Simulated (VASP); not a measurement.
A run of VASP 6.6.1:

INCAR

```
ALGO = Normal
EDIFF = 1E-6
EDIFFG = -0.05
ENCUT = 600
GGA = PS
IBRION = 2
ISIF = 3
ISMEAR = 1
LASPH = T
LCHARG = F
LREAL = F
LWAVE = F
NELM = 60
NSW = 80
PREC = Accurate
PSTRESS = 100.0
SIGMA = 0.1
```

The input KPOINTS:

```
k-points
0
Gamma
  5 5 5
```

POSCAR

```
MgCd3
1.0
    0.0000000000      3.5403250000      3.5403250000
    3.5403250000      0.0000000000      3.5403250000
    3.5403250000      3.5403250000      0.0000000000
Mg Cd
1 3
Direct
    0.5000000000      0.5000000000      0.5000000000
    0.0000000000      0.0000000000      0.0000000000
    0.2500000000      0.2500000000      0.2500000000
    0.7500000000      0.7500000000      0.7500000000
```

Potentials or basis: VASP PAW PBE potentials, release 64 (Mg, Cd).

Launch:

```bash
$ cat potpaw_PBE.64/Mg/POTCAR potpaw_PBE.64/Cd/POTCAR > POTCAR
$ mpirun -np 1 vasp_std > vasp.out
```

Hardware: 1 thread of Intel(R) Xeon(R) Platinum 8375C CPU @ 2.90GHz (Ice Lake), with other jobs on the host.

Q: Estimate the wall time of this run.

A: It took 48 s on 1 thread of Intel(R) Xeon(R) Platinum 8375C CPU @ 2.90GHz (Ice Lake), on a shared host, peak memory 0.25 GiB. Counts: scf iterations 29, k points 10, ion steps 3.
